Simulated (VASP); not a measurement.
# BeS (I-4m2) in VASP: notebook

BeS is run at these levels: PBEsol; tasks: single point.

Everything below comes from runs of VASP 6.6.1. Logs are shortened: lines on timing, memory, paths and dates and some standing lists are left out, and cuts for length are marked.

## (1) The cell of the first run

Symmetry: I-4m2, No. 119, tetragonal system. Conventional cell: a = 3.353 Å, b = 3.353 Å, c = 4.896 Å, α = 90.00°, β = 90.00°, γ = 90.00°. Be (site symmetry -4m2) has 4 S at 2.08 Å within 2.7 Å. S (site symmetry -4m2) has 4 Be at 2.08 Å within 2.7 Å.

## (2) Single point, PBEsol (in-plane strain -0.02)

INCAR reads:

```
PREC = Accurate ; ENCUT = 520
EDIFF = 1E-6 ; ISMEAR = 0
SIGMA = 0.01 ; LREAL = F
LASPH = T ; NELM = 100
ALGO = Normal ; ISIF = 2
LWAVE = F ; LCHARG = F
GGA = PS ; NBANDS = 11
```

KPOINTS reads:

```
regular mesh
0
Gamma
  8 8 8
```

POSCAR reads:

```
BeS
1.0
    2.3705852530      2.3705852530      0.0000000000
   -2.3705852530      2.3705852530      0.0000000000
    0.0000000000      2.3705852530      2.4479921184
Be S
1 1
Direct
    0.0000000000      0.0000000000      0.0000000000
    0.7500000000      0.2500000000      0.5000000000
```

Potentials or basis: VASP PAW PBE potentials, release 64 (Be, S).

The run is started by

```
$ cat potpaw_PBE.64/Be/POTCAR potpaw_PBE.64/S/POTCAR > POTCAR
$ mpirun -np 1 vasp_std > vasp.out
```

OUTCAR:

```text
PREC = Accurate
   ENCUT = 520
   EDIFF = 1E-6
   ISMEAR = 0
   LREAL = F
   LASPH = T
   NELM = 100
   ISIF = 2
   GGA = PS

 ion  position               nearest neighbor table
   1  0.000  0.000  0.000-   2 2.08   2 2.08   2 2.08   2 2.08
   2  0.750  0.250  0.500-   1 2.08   1 2.08   1 2.08   1 2.08

  LATTYP: Found a body centered tetragonal cell.
 ALAT       =     3.3525138156
 C/A-ratio  =     1.4603919644

  Lattice vectors:

 A1 = (   2.3705852530,   0.0000000000,  -2.4479921184)
 A2 = (  -2.3705852530,   0.0000000000,  -2.4479921184)
 A3 = (   0.0000000000,   2.3705852530,   2.4479921184)

Analysis of symmetry for initial positions (statically):
=====================================================================
 Subroutine PRICEL returns:
 Original cell was already a primitive cell.

 Routine SETGRP: Setting up the symmetry group for a
 body centered tetragonal supercell.

 Subroutine GETGRP returns: Found  8 space group operations
 (whereof  8 operations were pure point group operations)
 out of a pool of 16 trial point group operations.

The static configuration has the point symmetry D_2d.

Analysis of symmetry for dynamics (positions and initial velocities):
=====================================================================
 Subroutine PRICEL returns:
 Original cell was already a primitive cell.

 Routine SETGRP: Setting up the symmetry group for a
 body centered tetragonal supercell.

 Subroutine GETGRP returns: Found  8 space group operations
 (whereof  8 operations were pure point group operations)
 out of a pool of 16 trial point group operations.

The dynamic configuration has the point symmetry D_2d.

 Subroutine INISYM returns: Found  8 space group operations
 (whereof  8 operations are pure point group operations),
 and found     1 'primitive' translations

----------------------------------------------------------------------------------------

                                     Primitive cell

  volume of cell :      27.5138

  direct lattice vectors                    reciprocal lattice vectors
     2.370585253  2.370585253  0.000000000     0.210918379  0.210918379 -0.204249024
    -2.370585253  2.370585253  0.000000000    -0.210918379  0.210918379 -0.204249024
     0.000000000  2.370585253  2.447992118     0.000000000  0.000000000  0.408498047

  length of vectors
     3.352513816  3.352513816  3.407688345     0.361511811  0.361511811  0.408498047

  position of ions in fractional coordinates (direct lattice)
     0.000000000  0.000000000  0.000000000
     0.750000000  0.250000000  0.500000000

  ion indices of the primitive-cell ions
   primitive index   ion index
                 1           1
                 2           2

----------------------------------------------------------------------------------------

 KPOINTS: regular mesh

Automatic generation of k-mesh.
 Grid dimensions read from file:
 generate k-points for:    8    8    8

 Generating k-lattice:

  Cartesian coordinates                     Fractional coordinates (reciprocal lattice)
     0.026364797  0.026364797 -0.025531128     0.125000000  0.000000000  0.000000000
    -0.026364797  0.026364797 -0.025531128     0.000000000  0.125000000  0.000000000
     0.000000000  0.000000000  0.051062256     0.000000000  0.000000000  0.125000000

  Length of vectors
     0.045188976  0.045188976  0.051062256

  Shift w.r.t. Gamma in fractional coordinates (k-lattice)
     0.000000000  0.000000000  0.000000000

 Subroutine IBZKPT returns following result:
 ===========================================

 Found     59 irreducible k-points:

 Following reciprocal coordinates:
            Coordinates               Weight
  0.000000  0.000000  0.000000      1.000000
  0.125000  0.000000 -0.000000      8.000000
  0.250000  0.000000 -0.000000      8.000000
  0.375000  0.000000  0.000000      8.000000
  0.500000  0.000000 -0.000000      4.000000
  0.125000  0.125000 -0.000000      8.000000
[... 16 lines left out ...]
  0.250000  0.000000  0.125000      4.000000
  0.375000  0.000000  0.125000      8.000000
 [... further k-points ...]
   k-points           NKPTS =     59   k-points in BZ     NKDIM =     59   number of bands    NBANDS=     11
   number of dos      NEDOS =    301   number of ions     NIONS =      2
   total plane-waves  NPLWV =  21952
   dimension x,y,z NGX =    28 NGY =   28 NGZ =   28
   dimension x,y,z NGXF=    56 NGYF=   56 NGZF=   56
   ions per type =               1   1
   NGX,Y,Z   is equivalent  to a cutoff of  13.88, 13.88, 13.66 a.u.
   NGXF,Y,Z  is equivalent  to a cutoff of  27.77, 27.77, 27.32 a.u.
 SYSTEM =  unknown system
   PREC   = accura    normal or accurate (medium, high low for compatibility)
   ISTART =      0    job   : 0-new  1-cont  2-samecut
   ICHARG =      2    charge: 1-file 2-atom 10-const
   ISPIN  =      1    spin polarized calculation?
   LNONCOLLINEAR =      F non collinear calculations
   LSORBIT =      F    spin-orbit coupling
   LASPH  =      T    aspherical Exc in radial PAW
   ENCUT  =  520.0 eV  38.22 Ry    6.18 a.u.   6.23  6.23  6.34*2*pi/ulx,y,z
   NELM   =    100;   NELMIN=  2; NELMDL= -5     # of ELM steps
   EDIFF  = 0.1E-05   stopping-criterion for ELM
   LREAL  =      F    real-space projection
   EDIFFG = 0.1E-04   stopping-criterion for IOM
   NSW    =      0    number of steps for IOM
   IBRION =     -1    ionic relax: 0-MD 1-quasi-New 2-CG
   NFREE  =      0    steps in history (QN), initial steepest desc. (CG)
   ISIF   =      2    stress and relaxation
   ISYM   =      2    0-nonsym 1-usesym 2-fastsym
   POTIM  = 0.5000    time-step for ionic-motion
   TEBEG  =    0.0;   TEEND  =   0.0 temperature during run
   PSTRESS=    0.0 pullay stress
   NELECT =       8.0000    total number of electrons
   NUPDOWN=      -1.0000    fix difference up-down
   EMIN   =  10.00;   EMAX   =-10.00  energy-range for DOS
   EFERMI =   0.00;   METHOD = LEGACY
   ISMEAR =     0;   SIGMA  =   0.01  broadening in eV -4-tet -1-fermi 0-gaus
   EFERMI_NEDOS =   21; number of points for ismear=-14 and -15
   IALGO  =     38    algorithm
   IMIX   =      4    mixing-type and parameters
     AMIX     =   0.40;   BMIX     =  1.00
     AMIX_MAG =   1.60;   BMIX_MAG =  1.00
  volume/ion in A,a.u.               =      13.76        92.84
  Fermi-wavevector in a.u.,A,eV,Ry     =   1.084562  2.049525 16.004193  1.176275
  Thomas-Fermi vector in A             =   2.220655
   LORBIT       =      0    0 simple, 1 ext, 2 COOP (PROOUT), +10 PAW based schemes
   GGA     = PS    functional components
   LHFCALC =     F    Hartree Fock is set to
   AEXX    =    0.0000 exact exchange contribution
   IVDW    =     0    specifies the selected vdW correction
   LEPSILON=     F    determine dielectric tensor
   LRPA    =     F    only Hartree local field effects (RPA)
 non-spin polarized calculation
 Gauss-broadening in eV      SIGMA  =   0.01
  energy-cutoff  :      520.00
  volume of cell :       27.51
 maximum number of plane-waves:       757
 NGX is ok and might be reduce to    28
   NGX = 13   NGY = 13   NGZ = 13

 number of electron       8.0000001 magnetization

 Free energy of the ion-electron system (eV)
  ---------------------------------------------------
  ext. energy  EPLUGINS =         0.00000000
  ---------------------------------------------------
  free energy    TOTEN  =       -10.55008594 eV

  energy without entropy =      -10.55008594  energy(sigma->0) =      -10.55008594

 E-fermi :   4.7057     XC(G=0): -10.0493

 val. band max:        4.5879589319   @ k =   0.0000   0.0000   0.0000
 cond. band min:       7.2852177811   @ k =   0.5000   0.5000  -0.0000
 fundamental gap:      2.6972588493
 Fermi energy:         4.7057347491

 k-point     1 :       0.0000    0.0000    0.0000
  band No.  band energies     occupation
      1      -9.4409      2.00000
      2       4.4006      2.00000
      3       4.5880      2.00000
      4       4.5880      2.00000
      5      10.1106      0.00000
      6      10.1106      0.00000
      7      10.1508      0.00000
      8      10.5306      0.00000
      9      16.9954      0.00000
     10      17.7638      0.00000
     11      19.4840      0.00000

 k-point     2 :       0.1250    0.0000   -0.0000
  band No.  band energies     occupation
      1      -9.2529      2.00000
      2       3.2551      2.00000
      3       4.2346      2.00000
      4       4.3923      2.00000
      5      10.0871      0.00000
      6      10.4922      0.00000
      7      10.5201      0.00000
      8      11.8262      0.00000
      9      16.3377      0.00000
     10      16.9328      0.00000
     11      19.2140      0.00000

 k-point     3 :       0.2500    0.0000   -0.0000
  band No.  band energies     occupation
      1      -8.7318      2.00000
      2       1.0517      2.00000
      3       3.7733      2.00000
      4       4.0066      2.00000
      5      10.0442      0.00000
      6      11.0245      0.00000
      7      11.1090      0.00000
      8      13.9477      0.00000
      9      16.2798      0.00000
     10      16.5108      0.00000
     11      18.7721      0.00000

 k-point     4 :       0.3750    0.0000    0.0000
  band No.  band energies     occupation
      1      -8.0600      2.00000
      2      -0.8044      2.00000
      3       3.4074      2.00000
      4       3.7003      2.00000
      5       9.9766      0.00000
      6      11.0281      0.00000
      7      11.2221      0.00000
      8      15.3322      0.00000
      9      17.7632      0.00000
     10      17.8655      0.00000
     11      19.1152      0.00000

 k-point     5 :       0.5000    0.0000   -0.0000
  band No.  band energies     occupation
      1      -7.7027      2.00000
      2      -1.5754      2.00000
      3       3.2743      2.00000
      4       3.5896      2.00000
      5       9.9385      0.00000
      6      10.9439      0.00000
      7      11.1508      0.00000
      8      15.6744      0.00000
      9      19.4574      0.00000
     10      19.5820      0.00000
     11      20.0661      0.00000
[... 211 lines left out ...]
 k-point    21 :       0.5000    0.5000   -0.0000
  band No.  band energies     occupation
      1      -7.0627      2.00000
      2      -0.6564      2.00000
      3       1.6122      2.00000
      4       1.6677      2.00000
      5       7.2852      0.00000
      6       9.2061      0.00000
      7      17.4253      0.00000
      8      17.5889      0.00000
      9      20.5214      0.00000
     10      20.8552      0.00000
     11      21.5327      0.00000

 k-point    22 :       0.0000    0.0000    0.1250
  band No.  band energies     occupation
      1      -9.2022      2.00000
      2       3.4149      2.00000
      3       3.9801      2.00000
      4       3.9801      2.00000
      5       9.6941      0.00000
      6      11.1137      0.00000
      7      11.1137      0.00000
      8      11.6551      0.00000
      9      14.9562      0.00000
     10      18.0909      0.00000
     11      19.9481      0.00000

 k-point    23 :       0.2500    0.0000    0.1250
  band No.  band energies     occupation
      1      -8.9421      2.00000
      2       2.1784      2.00000
      3       3.2048      2.00000
      4       4.3907      2.00000
      5      10.3980      0.00000
      6      10.6967      0.00000
      7      11.2035      0.00000
      8      12.7739      0.00000
      9      15.6255      0.00000
     10      17.1102      0.00000
     11      19.8197      0.00000

 k-point    24 :       0.3750    0.0000    0.1250
  band No.  band energies     occupation
      1      -8.3525      2.00000
      2       0.3632      2.00000
      3       2.5465      2.00000
      4       4.0025      2.00000
      5      10.6943      0.00000
      6      11.3265      0.00000
      7      11.4247      0.00000
      8      13.7677      0.00000
      9      15.5425      0.00000
     10      18.6419      0.00000
     11      19.8057      0.00000

 [... further k-points ...]
[... 5 lines left out ...]
  --------------------------------------------------------------------------------------
  -------------------------------------------------------------------------------------
  Total        0.7163837      0.7163837      0.1542382      0.0000000      0.0000000      0.0000000
  in kB       41.7162331     41.7162331      8.9815496      0.0000000      0.0000000      0.0000000
  external PRESSURE =      30.8046719 kB  Pullay stress =       0.0000000 kB

 VOLUME and BASIS-vectors are now :
 -----------------------------------------------------------------------------
  energy-cutoff  :      520.00
  volume of cell :       27.51
      direct lattice vectors                 reciprocal lattice vectors
     2.370585253  2.370585253  0.000000000     0.210918379  0.210918379 -0.204249024
    -2.370585253  2.370585253  0.000000000    -0.210918379  0.210918379 -0.204249024
     0.000000000  2.370585253  2.447992118     0.000000000  0.000000000  0.408498047

 POSITION                                       TOTAL-FORCE (eV/Angst)
 -----------------------------------------------------------------------------------
      0.00000      0.00000      0.00000         0.000000     -0.000000      0.000000
      1.18529      3.55588      1.22400        -0.000000      0.000000      0.000000
 -----------------------------------------------------------------------------------
    total drift:                               -0.000000      0.000000      0.000000

  FREE ENERGIE OF THE ION-ELECTRON SYSTEM (eV)
  ---------------------------------------------------
  free  energy   TOTEN  =       -10.5500859370 eV

  energy  without entropy=      -10.5500859370  energy(sigma->0) =      -10.55008594
```

It took 20 s on 1 thread of AMD EPYC 7R43 (Zen 3), shared host; peak memory 0.12 GiB.

Results:

| Item | Value |
| --- | --- |
| Free energy | -10.5501 eV |
| Pressure | 3.1 GPa |
| Band gap on the k mesh | 2.70 eV, indirect (least direct gap 5.52 eV) |

Stress tensor (GPa, compression positive):
```
4.17 0.00 0.00
0.00 4.17 0.00
0.00 0.00 0.90
```

Caveat: the cell differs from its parent crystal (in-plane strain -0.02); the PAW data sets were made with another functional, which shifts forces and pressure a little.

[end of part 1 of 2]
